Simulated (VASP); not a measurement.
Wanted: the native input for a VASP 6.6.1 run.

* Task: single point
* Functional: r2SCAN
* Potentials or basis: VASP PAW PBE potentials, release 64 (Ti_sv, Al)
* Cutoff: 520 eV
* k mesh: 10 × 10 × 10
* Occupations: fermi-dirac, width 0.05 eV
* Spin: no spin polarisation
* Dipole correction: no
* Further INCAR settings: ALGO = Normal; EDIFF = 1e-07; NBANDS = 18

The system is TiAl3.

```
Ti Al
1.0
    -1.94859    1.94859    4.36462
     1.94859   -1.94859    4.36462
     1.94859    1.94859   -4.36462
Ti Al
1 3
Direct
  0.00000 0.00000 0.00000
  0.25000 0.75000 0.50000
  0.75000 0.25000 0.50000
  0.50000 0.50000 0.00000
```

One way to write it, as run:

POSCAR

```
TiAl3
1.0
   -1.9485889690      1.9485889690      4.3646247916
    1.9485889690     -1.9485889690      4.3646247916
    1.9485889690      1.9485889690     -4.3646247916
Ti Al
1 3
Direct
    0.0000000000      0.0000000000      0.0000000000
    0.2500000000      0.7500000000      0.5000000000
    0.7500000000      0.2500000000      0.5000000000
    0.5000000000      0.5000000000      0.0000000000
```

INCAR.step1

```
PREC     = Accurate       # precision mode
ENCUT    = 520            # plane-wave cutoff, eV
ISMEAR   = -1             # smearing method
SIGMA    = 0.05           # smearing width, eV
LREAL    = False          # projectors in reciprocal space
LASPH    = True           # aspherical terms in the spheres
NELM     = 60             # most SCF steps
NBANDS   = 18             # bands
GGA      = PE             # functional
ALGO     = Normal         # electronic algorithm
EDIFF    = 1E-4           # SCF threshold, eV
LWAVE    = True           # write WAVECAR
LCHARG   = False          # write CHGCAR
```

INCAR.step2

```
PREC     = Accurate       # precision mode
ENCUT    = 520            # plane-wave cutoff, eV
EDIFF    = 1E-7           # SCF threshold, eV
ISMEAR   = -1             # smearing method
SIGMA    = 0.05           # smearing width, eV
LREAL    = False          # projectors in reciprocal space
LASPH    = True           # aspherical terms in the spheres
NELM     = 60             # most SCF steps
ALGO     = Normal         # electronic algorithm
ISIF     = 2              # what is computed and relaxed
LWAVE    = False          # write WAVECAR
LCHARG   = True           # write CHGCAR
METAGGA  = R2SCAN         # meta-GGA
LMIXTAU  = True         
LELF     = True           # ELF
LVHAR    = True         
NBANDS   = 18             # bands
ISTART   = 1
```

KPOINTS

```
regular mesh
0
Gamma
  10 10 10
```

Potentials or basis: VASP PAW PBE potentials, release 64 (Ti_sv, Al).

The run is started by

```bash
$ cat potpaw_PBE.64/Ti_sv/POTCAR potpaw_PBE.64/Al/POTCAR > POTCAR
$ cp INCAR.step1 INCAR
$ mpirun -np 1 vasp_std > vasp.out
$ cp INCAR.step2 INCAR
$ mpirun -np 1 vasp_std > vasp.out
```

It gave:

```json
{
 "Pressure": "-6.0 GPa",
 "Band gap on the k mesh": "zero (an odd number of electrons rules out a gap without spin polarisation)"
}
```

Caveat: the cell stands under tension; the PAW data sets were made with another functional, which shifts forces and pressure a little.

It took 10 min on 1 thread of Intel(R) Xeon(R) Platinum 8124M CPU @ 3.00GHz (Skylake/Cascade Lake), on a shared host, peak memory 0.33 GiB.
